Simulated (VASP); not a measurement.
Na, 1 atom in the cell. It takes space group I4/mmm (No. 139, tetragonal). Conventional cell: a = 4.362 Å, b = 4.362 Å, c = 4.235 Å, α = 90.00°, β = 90.00°, γ = 90.00°. Na (site symmetry 4/mmm) has 14 Na at 3.74 to 4.36 Å within 4.9 Å.  This cell differs from its parent crystal: strain +0.0300 x Voigt [1, 1, 0, 0, 0, 0].

| Property | Result |
| --- | --- |
| Program | VASP 6.6.1 |
| Task | single point |
| Functional | PBE |
| Potentials or basis | VASP PAW PBE potentials, release 64 (Na_pv) |
| Cutoff | 520 eV |
| k mesh | 16 × 16 × 16 |
| Occupations | gaussian, width 0.15 eV |
| Spin | no spin polarisation |
| Dipole correction | no |
| Further INCAR settings | ALGO = Normal; EDIFF = 1e-06; NBANDS = 10 |

Potentials or basis: VASP PAW PBE potentials, release 64 (Na_pv).

Run with:

```bash
$ cat potpaw_PBE.64/Na_pv/POTCAR > POTCAR
$ mpirun -np 1 vasp_std > vasp.out
```

Hardware: 1 thread of Intel(R) Xeon(R) 6975P-C (Granite Rapids) (shared host).

How long does it take, and how much memory?

Wall time 31 s on 1 thread of Intel(R) Xeon(R) 6975P-C (Granite Rapids), with other jobs on the host, peak memory 0.24 GiB. Counts: scf iterations 9, k points 349.
